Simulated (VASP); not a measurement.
# Sr4O (P-43m) in VASP: single point with PBE

Aim: the single point of Sr4O with PBE.

All numbers are computed with VASP 6.6.1; they aren't measurements. Logs are shortened: lines on timing, memory, paths and dates and some standing lists are left out, and cuts for length are marked.

## (1) The cell of the first run

The structure is cubic, space group P-43m (No. 215). Conventional cell: a = 6.114 Å, b = 6.114 Å, c = 6.114 Å, α = 90.00°, β = 90.00°, γ = 90.00°. Sr (site symmetry 3m) has 1 O at 2.38 Å within 3.1 Å. Within 3.1 Å of O (site symmetry -43m) lie 4 Sr at 2.38 Å.

## (2) Single point, PBE (atoms taken out)

File INCAR:

```
SYSTEM = Sr4O
PREC = Accurate
ENCUT = 910
EDIFF = 1E-6
ISMEAR = 0
SIGMA = 0.1
LREAL = .FALSE.
LASPH = .TRUE.
NELM = 120
ALGO = Normal
ISIF = 2
LWAVE = .FALSE.
LCHARG = .FALSE.
GGA = PE
NBANDS = 31
GGA_COMPAT = .FALSE.
```

File KPOINTS:

```
regular mesh
0
G
  6 6 6
  0 0 0
```

File POSCAR:

```
Sr4O
1.0
    6.1138377971      0.0000000000      0.0000000000
    0.0000000000      6.1138377971      0.0000000000
    0.0000000000      0.0000000000      6.1138377971
Sr O
4 1
Direct
    0.2243433405      0.2243433405      0.2243433405
    0.7756566595      0.7756566595      0.2243433405
    0.7756566595      0.2243433405      0.7756566595
    0.2243433405      0.7756566595      0.7756566595
    0.0000000000      0.0000000000      0.0000000000
```

Potentials or basis: VASP PAW PBE potentials, release 64 (Sr_sv, O_h).

Command:

```console
cat potpaw_PBE.64/Sr_sv/POTCAR potpaw_PBE.64/O_h/POTCAR > POTCAR
mpirun -np 1 vasp_std > vasp.out
```

OUTCAR:

```text
SYSTEM = Sr4O
   PREC = Accurate
   ENCUT = 910
   EDIFF = 1E-6
   ISMEAR = 0
   LREAL = .FALSE.
   LASPH = .TRUE.
   NELM = 120
   ISIF = 2
   GGA = PE

 ion  position               nearest neighbor table
   1  0.224  0.224  0.224-   5 2.38   3 3.88   4 3.88   2 3.88   3 4.35   4 4.35   2 4.35   3 4.35
                             2 4.35   4 4.35   4 4.77   2 4.77   3 4.77
   2  0.776  0.776  0.224-   5 2.38   3 3.88   4 3.88   1 3.88   3 4.35   4 4.35   1 4.35   3 4.35
                             1 4.35   4 4.35   3 4.77   4 4.77   1 4.77
   3  0.776  0.224  0.776-   5 2.38   2 3.88   4 3.88   1 3.88   2 4.35   4 4.35   1 4.35   2 4.35
                             1 4.35   4 4.35   2 4.77   4 4.77   1 4.77
   4  0.224  0.776  0.776-   5 2.38   2 3.88   3 3.88   1 3.88   2 4.35   3 4.35   1 4.35   2 4.35
                             1 4.35   3 4.35   2 4.77   3 4.77   1 4.77
   5  0.000  0.000  0.000-   1 2.38   2 2.38   3 2.38   4 2.38

  LATTYP: Found a simple cubic cell.
 ALAT       =     6.1138377971

  Lattice vectors:

 A1 = (   6.1138377971,   0.0000000000,   0.0000000000)
 A2 = (   0.0000000000,   6.1138377971,   0.0000000000)
 A3 = (   0.0000000000,   0.0000000000,   6.1138377971)

Analysis of symmetry for initial positions (statically):
=====================================================================
 Subroutine PRICEL returns:
 Original cell was already a primitive cell.

 Routine SETGRP: Setting up the symmetry group for a
 simple cubic supercell.

 Subroutine GETGRP returns: Found 24 space group operations
 (whereof 24 operations were pure point group operations)
 out of a pool of 48 trial point group operations.

The static configuration has the point symmetry T_d .

Analysis of symmetry for dynamics (positions and initial velocities):
=====================================================================
 Subroutine PRICEL returns:
 Original cell was already a primitive cell.

 Routine SETGRP: Setting up the symmetry group for a
 simple cubic supercell.

 Subroutine GETGRP returns: Found 24 space group operations
 (whereof 24 operations were pure point group operations)
 out of a pool of 48 trial point group operations.

The dynamic configuration has the point symmetry T_d .

 Subroutine INISYM returns: Found 24 space group operations
 (whereof 24 operations are pure point group operations),
 and found     1 'primitive' translations

----------------------------------------------------------------------------------------

                                     Primitive cell

  volume of cell :     228.5292

  direct lattice vectors                    reciprocal lattice vectors
     6.113837797  0.000000000  0.000000000     0.163563384  0.000000000  0.000000000
     0.000000000  6.113837797  0.000000000     0.000000000  0.163563384  0.000000000
     0.000000000  0.000000000  6.113837797     0.000000000  0.000000000  0.163563384

  length of vectors
     6.113837797  6.113837797  6.113837797     0.163563384  0.163563384  0.163563384

  position of ions in fractional coordinates (direct lattice)
     0.224343340  0.224343340  0.224343340
     0.775656660  0.775656660  0.224343340
     0.775656660  0.224343340  0.775656660
     0.224343340  0.775656660  0.775656660
     0.000000000  0.000000000  0.000000000

  ion indices of the primitive-cell ions
   primitive index   ion index
                 1           1
                 2           2
                 3           3
                 4           4
                 5           5

----------------------------------------------------------------------------------------

 KPOINTS: regular mesh

Automatic generation of k-mesh.
 Grid dimensions read from file:
 generate k-points for:    6    6    6

 Generating k-lattice:

  Cartesian coordinates                     Fractional coordinates (reciprocal lattice)
     0.027260564  0.000000000  0.000000000     0.166666667  0.000000000  0.000000000
     0.000000000  0.027260564  0.000000000     0.000000000  0.166666667  0.000000000
     0.000000000  0.000000000  0.027260564     0.000000000  0.000000000  0.166666667

  Length of vectors
     0.027260564  0.027260564  0.027260564

  Shift w.r.t. Gamma in fractional coordinates (k-lattice)
     0.000000000  0.000000000  0.000000000

 Subroutine IBZKPT returns following result:
 ===========================================

 Found     20 irreducible k-points:

 Following reciprocal coordinates:
            Coordinates               Weight
  0.000000  0.000000  0.000000      1.000000
  0.166667  0.000000  0.000000      6.000000
  0.333333  0.000000  0.000000      6.000000
  0.500000  0.000000  0.000000      3.000000
  0.166667  0.166667  0.000000     12.000000
  0.333333  0.166667  0.000000     24.000000
[... 12 lines left out ...]
  0.500000  0.500000  0.333333      6.000000
  0.500000  0.500000  0.500000      1.000000
   k-points           NKPTS =     20   k-points in BZ     NKDIM =     20   number of bands    NBANDS=     31
   number of dos      NEDOS =    301   number of ions     NIONS =      5
   total plane-waves  NPLWV = 216000
   dimension x,y,z NGX =    60 NGY =   60 NGZ =   60
   dimension x,y,z NGXF=   120 NGYF=  120 NGZF=  120
   ions per type =               4   1
   NGX,Y,Z   is equivalent  to a cutoff of  16.32, 16.32, 16.32 a.u.
   NGXF,Y,Z  is equivalent  to a cutoff of  32.63, 32.63, 32.63 a.u.
 SYSTEM =  Sr4O
   PREC   = accura    normal or accurate (medium, high low for compatibility)
   ISTART =      0    job   : 0-new  1-cont  2-samecut
   ICHARG =      2    charge: 1-file 2-atom 10-const
   ISPIN  =      1    spin polarized calculation?
   LNONCOLLINEAR =      F non collinear calculations
   LSORBIT =      F    spin-orbit coupling
   LASPH  =      T    aspherical Exc in radial PAW
   ENCUT  =  910.0 eV  66.88 Ry    8.18 a.u.  15.04 15.04 15.04*2*pi/ulx,y,z
   NELM   =    120;   NELMIN=  2; NELMDL= -5     # of ELM steps
   EDIFF  = 0.1E-05   stopping-criterion for ELM
   LREAL  =      F    real-space projection
   EDIFFG = 0.1E-04   stopping-criterion for IOM
   NSW    =      0    number of steps for IOM
   IBRION =     -1    ionic relax: 0-MD 1-quasi-New 2-CG
   NFREE  =      0    steps in history (QN), initial steepest desc. (CG)
   ISIF   =      2    stress and relaxation
   ISYM   =      2    0-nonsym 1-usesym 2-fastsym
   POTIM  = 0.5000    time-step for ionic-motion
   TEBEG  =    0.0;   TEEND  =   0.0 temperature during run
   PSTRESS=    0.0 pullay stress
   NELECT =      46.0000    total number of electrons
   NUPDOWN=      -1.0000    fix difference up-down
   EMIN   =  10.00;   EMAX   =-10.00  energy-range for DOS
   EFERMI =   0.00;   METHOD = LEGACY
   ISMEAR =     0;   SIGMA  =   0.10  broadening in eV -4-tet -1-fermi 0-gaus
   EFERMI_NEDOS =   21; number of points for ismear=-14 and -15
   IALGO  =     38    algorithm
   IMIX   =      4    mixing-type and parameters
     AMIX     =   0.40;   BMIX     =  1.00
     AMIX_MAG =   1.60;   BMIX_MAG =  1.00
  volume/ion in A,a.u.               =      45.71       308.44
  Fermi-wavevector in a.u.,A,eV,Ry     =   0.959431  1.813061 12.524257  0.920507
  Thomas-Fermi vector in A             =   2.088626
   LORBIT       =      0    0 simple, 1 ext, 2 COOP (PROOUT), +10 PAW based schemes
   GGA     = PE    functional components
   LHFCALC =     F    Hartree Fock is set to
   AEXX    =    0.0000 exact exchange contribution
   IVDW    =     0    specifies the selected vdW correction
   LEPSILON=     F    determine dielectric tensor
   LRPA    =     F    only Hartree local field effects (RPA)
 non-spin polarized calculation
 Gauss-broadening in eV      SIGMA  =   0.10
  energy-cutoff  :      910.00
  volume of cell :      228.53
 maximum number of plane-waves:     14328
   NGX = 31   NGY = 31   NGZ = 31

 number of electron      46.0000001 magnetization

 Free energy of the ion-electron system (eV)
  ---------------------------------------------------
  ext. energy  EPLUGINS =         0.00000000
  ---------------------------------------------------
  free energy    TOTEN  =       -16.69360574 eV

  energy without entropy =      -16.67047202  energy(sigma->0) =      -16.68203888

 E-fermi :   1.5764     XC(G=0):  -7.3187

 val. band max:        1.5225423005   @ k =   0.5000   0.5000   0.5000
 cond. band min:       1.5976927350   @ k =   0.3333   0.1667   0.0000
 fundamental gap:      0.0751504345
 Fermi energy:         1.5763722639

 k-point     1 :       0.0000    0.0000    0.0000
  band No.  band energies     occupation
      1     -34.6945      2.00000
      2     -34.6635      2.00000
      3     -34.6635      2.00000
      4     -34.6635      2.00000
      5     -18.0803      2.00000
      6     -16.8309      2.00000
[... 23 lines left out ...]
     30       4.9466      0.00000
     31       4.9466      0.00000

 k-point     2 :       0.1667    0.0000    0.0000
  band No.  band energies     occupation
      1     -34.6934      2.00000
      2     -34.6645      2.00000
      3     -34.6635      2.00000
      4     -34.6635      2.00000
      5     -18.0786      2.00000
      6     -16.8253      2.00000
[... 23 lines left out ...]
     30       4.6781      0.00000
     31       4.8705      0.00000

 k-point     3 :       0.3333    0.0000    0.0000
  band No.  band energies     occupation
      1     -34.6911      2.00000
      2     -34.6669      2.00000
      3     -34.6635      2.00000
      4     -34.6635      2.00000
      5     -18.0751      2.00000
      6     -16.8118      2.00000
[... 23 lines left out ...]
     30       4.2719      0.00000
     31       4.4146      0.00000

 k-point     4 :       0.5000    0.0000    0.0000
  band No.  band energies     occupation
      1     -34.6898      2.00000
      2     -34.6682      2.00000
      3     -34.6635      2.00000
      4     -34.6635      2.00000
      5     -18.0733      2.00000
      6     -16.8032      2.00000
[... 23 lines left out ...]
     30       4.0721      0.00000
     31       4.0721      0.00000

 k-point     5 :       0.1667    0.1667    0.0000
  band No.  band energies     occupation
      1     -34.6924      2.00000
      2     -34.6645      2.00000
      3     -34.6644      2.00000
      4     -34.6635      2.00000
      5     -18.0774      2.00000
      6     -16.8195      2.00000
[... 23 lines left out ...]
     30       4.3020      0.00000
     31       4.8114      0.00000
[... 406 lines left out ...]
     30       4.2511      0.00000
     31       4.2546      0.00000

 k-point    18 :       0.5000    0.3333    0.3333
  band No.  band energies     occupation
      1     -34.6848      2.00000
      2     -34.6673      2.00000
      3     -34.6664      2.00000
      4     -34.6663      2.00000
      5     -18.0809      2.00000
      6     -16.8382      2.00000
[... 23 lines left out ...]
     30       4.1227      0.00000
     31       4.1582      0.00000

 k-point    19 :       0.5000    0.5000    0.3333
  band No.  band energies     occupation
      1     -34.6840      2.00000
      2     -34.6672      2.00000
      3     -34.6672      2.00000
      4     -34.6664      2.00000
      5     -18.0830      2.00000
      6     -16.8418      2.00000
[... 23 lines left out ...]
     30       3.9091      0.00000
     31       3.9991      0.00000

 k-point    20 :       0.5000    0.5000    0.5000
  band No.  band energies     occupation
      1     -34.6832      2.00000
      2     -34.6672      2.00000
      3     -34.6672      2.00000
      4     -34.6672      2.00000
      5     -18.0856      2.00000
      6     -16.8501      2.00000
[... 23 lines left out ...]
     30       3.9976      0.00000
     31       4.0460      0.00000

------------------------ aborting loop because EDIFF is reached ----------------------------------------

  FORCE on cell =-STRESS in cart. coord.  units (eV):
  Direction    XX          YY          ZZ          XY          YZ          ZX
  --------------------------------------------------------------------------------------
  -------------------------------------------------------------------------------------
  Total        0.1609801      0.1609801      0.1609801      0.0000000      0.0000000     -0.0000000
  in kB        1.1286029      1.1286029      1.1286029      0.0000000      0.0000000     -0.0000000
  external PRESSURE =       1.1286029 kB  Pullay stress =       0.0000000 kB

 VOLUME and BASIS-vectors are now :
 -----------------------------------------------------------------------------
  energy-cutoff  :      910.00
  volume of cell :      228.53
      direct lattice vectors                 reciprocal lattice vectors
     6.113837797  0.000000000  0.000000000     0.163563384  0.000000000  0.000000000
     0.000000000  6.113837797  0.000000000     0.000000000  0.163563384  0.000000000
     0.000000000  0.000000000  6.113837797     0.000000000  0.000000000  0.163563384

 POSITION                                       TOTAL-FORCE (eV/Angst)
 -----------------------------------------------------------------------------------
      1.37160      1.37160      1.37160         0.032730      0.032730      0.032730
      4.74224      4.74224      1.37160        -0.032730     -0.032730      0.032730
      4.74224      1.37160      4.74224        -0.032730      0.032730     -0.032730
      1.37160      4.74224      4.74224         0.032730     -0.032730     -0.032730
      0.00000      0.00000      0.00000        -0.000000      0.000000     -0.000000
 -----------------------------------------------------------------------------------
    total drift:                               -0.000000     -0.000000     -0.000000

  FREE ENERGIE OF THE ION-ELECTRON SYSTEM (eV)
  ---------------------------------------------------
  free  energy   TOTEN  =       -16.6936057438 eV

  energy  without entropy=      -16.6704720151  energy(sigma->0) =      -16.68203888
```

Run time: 5.9 min. Hardware: 1 thread of Intel Xeon Platinum 8259CL at 2.50GHz (Skylake/Cascade Lake), shared host; peak memory 0.64 GiB.

What came out:

```
Free energy            : -16.6936 eV
Pressure               : 0.1 GPa
Largest force          : 0.057 eV/Å
Band gap on the k mesh : zero (bands 23 and 24 overlap by 1.21 eV)
```

Forces on the atoms (eV/Å):
```
Sr   0.033  0.033  0.033
Sr  -0.033 -0.033  0.033
Sr  -0.033  0.033 -0.033
Sr   0.033 -0.033 -0.033
O    0.000  0.000  0.000
```

Caveat: the cell differs from its parent crystal (atoms taken out); the cutoff is under 1.25 times the usual one of these potentials, so pressure, stress and relaxed cells hold a basis-set (Pulay) error.
